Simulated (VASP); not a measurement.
# Al (P6_3/mmc) in VASP: further runs

Runs on Al. Level: PBEsol. Tasks: single point.

Everything below comes from runs of VASP 6.6.1. Logs are shortened: lines on timing, memory, paths and dates and some standing lists are left out, and cuts for length are marked.

## (1) The cell of the first run

It takes space group P6_3/mmc (No. 194, hexagonal). The conventional cell has a = 2.521 Å, b = 2.521 Å, c = 4.107 Å, α = 90.00°, β = 90.00°, γ = 120.00°. Al (site symmetry -6m2) has 12 Al at 2.52 Å within 3.3 Å.

## (2) Single point, PBEsol

The input, INCAR:

```
  ALGO = Normal
  EDIFF = 1E-6
  ENCUT = 500
  GGA = PS
  GGA_COMPAT = False
  ISIF = 2
  ISMEAR = -1
  LASPH = True
  LCHARG = True
  LELF = True
  LREAL = False
  LVHAR = True
  LWAVE = False
  NBANDS = 10
  NELM = 120
  PREC = Accurate
  SIGMA = 0.05
```

The input, KPOINTS:

```
k-points
0
Gamma
  17 17 10
```

The input, POSCAR:

```
Al
1.0
    2.5207821711      0.0000000000      0.0000000000
   -1.2603910855      2.1830613976      0.0000000000
    0.0000000000      0.0000000000      4.1069456751
Al
2
Direct
    0.3333333333      0.6666666667      0.2500000000
    0.6666666667      0.3333333333      0.7500000000
```

Potentials or basis: VASP PAW PBE potentials, release 64 (Al).

Started as:

```bash
cat potpaw_PBE.64/Al/POTCAR > POTCAR
mpirun -np 1 vasp_std > vasp.out
```

OUTCAR:

```text
EDIFF = 1E-6
   ENCUT = 500
   GGA = PS
   ISIF = 2
   ISMEAR = -1
   LASPH = True
   LREAL = False
   NELM = 120
   PREC = Accurate

 ion  position               nearest neighbor table
   1  0.333  0.667  0.250-   2 2.52   2 2.52   2 2.52   2 2.52   2 2.52   2 2.52
   2  0.667  0.333  0.750-   1 2.52   1 2.52   1 2.52   1 2.52   1 2.52   1 2.52

  LATTYP: Found a hexagonal cell.
 ALAT       =     2.5207821711
 C/A-ratio  =     1.6292346567

  Lattice vectors:

 A1 = (   2.5207821711,   0.0000000000,   0.0000000000)
 A2 = (  -1.2603910855,   2.1830613976,   0.0000000000)
 A3 = (   0.0000000000,   0.0000000000,   4.1069456751)

Analysis of symmetry for initial positions (statically):
=====================================================================
 Subroutine PRICEL returns:
 Original cell was already a primitive cell.

 Routine SETGRP: Setting up the symmetry group for a
 hexagonal supercell.

 Subroutine GETGRP returns: Found 24 space group operations
 (whereof 12 operations were pure point group operations)
 out of a pool of 24 trial point group operations.

The static configuration has the point symmetry D_3d.
 The point group associated with its full space group is D_6h.

Analysis of symmetry for dynamics (positions and initial velocities):
=====================================================================
 Subroutine PRICEL returns:
 Original cell was already a primitive cell.

 Routine SETGRP: Setting up the symmetry group for a
 hexagonal supercell.

 Subroutine GETGRP returns: Found 24 space group operations
 (whereof 12 operations were pure point group operations)
 out of a pool of 24 trial point group operations.

The dynamic configuration has the point symmetry D_3d.
 The point group associated with its full space group is D_6h.

 Subroutine INISYM returns: Found 24 space group operations
 (whereof 12 operations are pure point group operations),
 and found     1 'primitive' translations

----------------------------------------------------------------------------------------

                                     Primitive cell

  volume of cell :      22.6006

  direct lattice vectors                    reciprocal lattice vectors
     2.520782171  0.000000000  0.000000000     0.396702266  0.229036160  0.000000000
    -1.260391086  2.183061398  0.000000000     0.000000000  0.458072320  0.000000000
     0.000000000  0.000000000  4.106945675     0.000000000  0.000000000  0.243489951

  length of vectors
[... 83 lines left out ...]
   LREAL  =      F    real-space projection
   EDIFFG = 0.1E-04   stopping-criterion for IOM
   NSW    =      0    number of steps for IOM
   IBRION =     -1    ionic relax: 0-MD 1-quasi-New 2-CG
   NFREE  =      0    steps in history (QN), initial steepest desc. (CG)
   ISIF   =      2    stress and relaxation
   ISYM   =      2    0-nonsym 1-usesym 2-fastsym
   POTIM  = 0.5000    time-step for ionic-motion
   TEBEG  =    0.0;   TEEND  =   0.0 temperature during run
   PSTRESS=    0.0 pullay stress
   NELECT =       6.0000    total number of electrons
   NUPDOWN=      -1.0000    fix difference up-down
   EMIN   =  10.00;   EMAX   =-10.00  energy-range for DOS
   EFERMI =   0.00;   METHOD = LEGACY
   ISMEAR =    -1;   SIGMA  =   0.05  broadening in eV -4-tet -1-fermi 0-gaus
   EFERMI_NEDOS =   21; number of points for ismear=-14 and -15
   IALGO  =     38    algorithm
   IMIX   =      4    mixing-type and parameters
     AMIX     =   0.40;   BMIX     =  1.00
     AMIX_MAG =   1.60;   BMIX_MAG =  1.00
  volume/ion in A,a.u.               =      11.30        76.26
  Fermi-wavevector in a.u.,A,eV,Ry     =   1.052168  1.988310 15.062437  1.107058
  Thomas-Fermi vector in A             =   2.187240
   LORBIT       =      0    0 simple, 1 ext, 2 COOP (PROOUT), +10 PAW based schemes
   GGA     = PS    functional components
   LHFCALC =     F    Hartree Fock is set to
   AEXX    =    0.0000 exact exchange contribution
   IVDW    =     0    specifies the selected vdW correction
   LEPSILON=     F    determine dielectric tensor
   LRPA    =     F    only Hartree local field effects (RPA)
 non-spin polarized calculation
  energy-cutoff  :      500.00
  volume of cell :       22.60
 maximum number of plane-waves:       587
   NGX =  9   NGY =  9   NGZ = 15

 number of electron       6.0000000 magnetization

 Free energy of the ion-electron system (eV)
  ---------------------------------------------------
  ext. energy  EPLUGINS =         0.00000000
  ---------------------------------------------------
  free energy    TOTEN  =        -6.67687025 eV

  energy without entropy =       -6.67205356  energy(sigma->0) =       -6.67446191

 E-fermi :  12.4869     XC(G=0): -11.7284

 val. band max:       12.4773215345   @ k =   0.4706   0.0588   0.1000
 cond. band min:      12.4902531195   @ k =   0.2941   0.1176   0.0000
 fundamental gap:      0.0129315850
 Fermi energy:        12.4869029109

 k-point     1 :       0.0000    0.0000    0.0000
  band No.  band energies     occupation
      1      -1.4876      2.00000
      2       6.3476      2.00000
      3       7.5679      2.00000
      4      25.6331      0.00000
      5      25.6331      0.00000
      6      26.4150      0.00000
      7      26.4150      0.00000
      8      26.7242      0.00000
      9      30.7217      0.00000
     10      31.7764      0.00000
[... 287 lines left out ...]
 k-point    24 :       0.1765    0.1765    0.0000
  band No.  band energies     occupation
      1       1.3593      2.00000
      2       8.9202      2.00000
      3       9.9695      2.00000
      4      14.6056      0.00000
      5      16.0504      0.00000
      6      21.6160      0.00000
      7      22.6099      0.00000
      8      23.3693      0.00000
      9      25.1704      0.00000
     10      29.2682      0.00000

 [... further k-points ...]
[... 5 lines left out ...]
  --------------------------------------------------------------------------------------
  -------------------------------------------------------------------------------------
  Total        8.9390086      8.9390086      8.9373088      0.0000000     -0.0000000      0.0000000
  in kB      633.6941711    633.6941711    633.5736649      0.0000000     -0.0000000      0.0000000
  external PRESSURE =     633.6540024 kB  Pullay stress =       0.0000000 kB

 VOLUME and BASIS-vectors are now :
 -----------------------------------------------------------------------------
  energy-cutoff  :      500.00
  volume of cell :       22.60
      direct lattice vectors                 reciprocal lattice vectors
     2.520782171  0.000000000  0.000000000     0.396702266  0.229036160  0.000000000
    -1.260391086  2.183061398  0.000000000     0.000000000  0.458072320  0.000000000
     0.000000000  0.000000000  4.106945675     0.000000000  0.000000000  0.243489951

 POSITION                                       TOTAL-FORCE (eV/Angst)
 -----------------------------------------------------------------------------------
     -0.00000      1.45537      1.02674         0.000000      0.000000      0.000000
      1.26039      0.72769      3.08021        -0.000000      0.000000      0.000000
 -----------------------------------------------------------------------------------
    total drift:                                0.000000     -0.000000     -0.000000

  FREE ENERGIE OF THE ION-ELECTRON SYSTEM (eV)
  ---------------------------------------------------
  free  energy   TOTEN  =        -6.6768702509 eV

  energy  without entropy=       -6.6720535613  energy(sigma->0) =       -6.67446191
```

OSZICAR:

```text
N       E                     dE             d eps       ncg     rms          rms(c)
DAV:   1     0.175027876542E+01    0.17503E+01   -0.24757E+03  3960   0.478E+02
DAV:   2    -0.664772774353E+01   -0.83980E+01   -0.80972E+01  5334   0.625E+01
DAV:   3    -0.678717941541E+01   -0.13945E+00   -0.13907E+00  5122   0.649E+00
DAV:   4    -0.678764661150E+01   -0.46720E-03   -0.46716E-03  4722   0.431E-01
DAV:   5    -0.678765001231E+01   -0.34008E-05   -0.33994E-05  4758   0.356E-02    0.342E+00
DAV:   6    -0.671998704385E+01    0.67663E-01   -0.27312E-03  4342   0.271E-01    0.187E+00
DAV:   7    -0.667741672310E+01    0.42570E-01   -0.72046E-03  4130   0.429E-01    0.334E-01
DAV:   8    -0.667688267623E+01    0.53405E-03   -0.26427E-04  5068   0.878E-02    0.183E-01
DAV:   9    -0.667687019398E+01    0.12482E-04   -0.10183E-05  4742   0.193E-02    0.692E-03
DAV:  10    -0.667687025090E+01   -0.56925E-07   -0.35938E-07  2536   0.415E-03
   1 F= -.66768703E+01 E0= -.66744619E+01  d E =-.481669E-02
```

stdout:

```text
POSCAR found type information on POSCAR Al
 POSCAR found :  1 types and       2 ions
 scaLAPACK will be used
 -----------------------------------------------------------------------------
|                                                                             |
|                                                                             |
|     You enforced a specific xc type in the INCAR file but a different       |
|     I HOPE YOU KNOW WHAT YOU ARE DOING!                                     |
|                                                                             |
 -----------------------------------------------------------------------------

 LDA part: xc-table for (Slater+PW92), standard interpolation
 POSCAR, INCAR and KPOINTS ok, starting setup
 FFT: planning ... GRIDC
 FFT: planning ... GRID_SOFT
 FFT: planning ... GRID
 WAVECAR not read
 entering main loop
```

It took 11 s on 1 thread of Intel Xeon 6975P-C (Granite Rapids), shared host; peak memory 0.15 GiB.

Results:

```yaml
Free_energy: -6.6769 eV
Pressure: 63.4 GPa
Band_gap_on_the_k_mesh: zero (band 3 reaches 17.52 eV, above the bottom of band 4 at 8.86 eV)
```

Levels at points of the mesh, in eV from the Fermi level:
```csv
k point,band 1,band 2,band 3,band 4,band 5,band 6,band 7
"(0.00, 0.00, 0.00)",-13.97,-6.14,-4.92,13.15,13.15,13.93,13.93
"(0.00, 0.00, 0.50)",-11.81,-11.81,4.32,4.32,14.06,14.06,14.06
```

Caveat: the PAW data sets were made with another functional, which shifts forces and pressure a little.

## (3) Single point, PBEsol

The input, INCAR:

```
SYSTEM = Al
ALGO = Normal
EDIFF = 1E-6
ENCUT = 500
GGA = PS
GGA_COMPAT = .FALSE.
ISIF = 2
ISMEAR = -1
LASPH = .TRUE.
LCHARG = .FALSE.
LREAL = .FALSE.
LWAVE = .FALSE.
NBANDS = 10
NELM = 120
PREC = Accurate
SIGMA = 0.05
```

The input, KPOINTS:

```
k-points
0
G
  17 17 10
  0 0 0
```

The input, POSCAR:

```
Al
1.0
    2.5196256366      0.0000000000      0.0000000000
   -1.2598128183      2.1820598093      0.0000000000
    0.0000000000      0.0000000000      4.1053468358
Al
2
Direct
    0.3333333333      0.6666666667      0.2500000000
    0.6666666667      0.3333333333      0.7500000000
```

Potentials or basis: VASP PAW PBE potentials, release 64 (Al).

Started as:

```bash
cat potpaw_PBE.64/Al/POTCAR > POTCAR
mpirun -np 1 vasp_std > vasp.out
```

Run time: 10 s. Hardware: 1 thread of Intel Xeon 6975P-C (Granite Rapids), shared host; peak memory 0.14 GiB.

Results (log left out):

* Free energy: -6.6652 eV
* Pressure: 63.8 GPa
* Band gap on the k mesh: zero (band 3 reaches 17.54 eV, above the bottom of band 4 at 8.87 eV)

Levels at points of the mesh, in eV from the Fermi level:
```tsv
k point	band 1	band 2	band 3	band 4	band 5	band 6	band 7	band 8
(0.00, 0.00, 0.00)	-13.98	-6.15	-4.92	13.16	13.16	13.94	13.94	14.24
(0.00, 0.00, 0.50)	-11.82	-11.82	4.32	4.32	14.07	14.07	14.07	14.07
```

Caveat: the PAW data sets were made with another functional, which shifts forces and pressure a little.
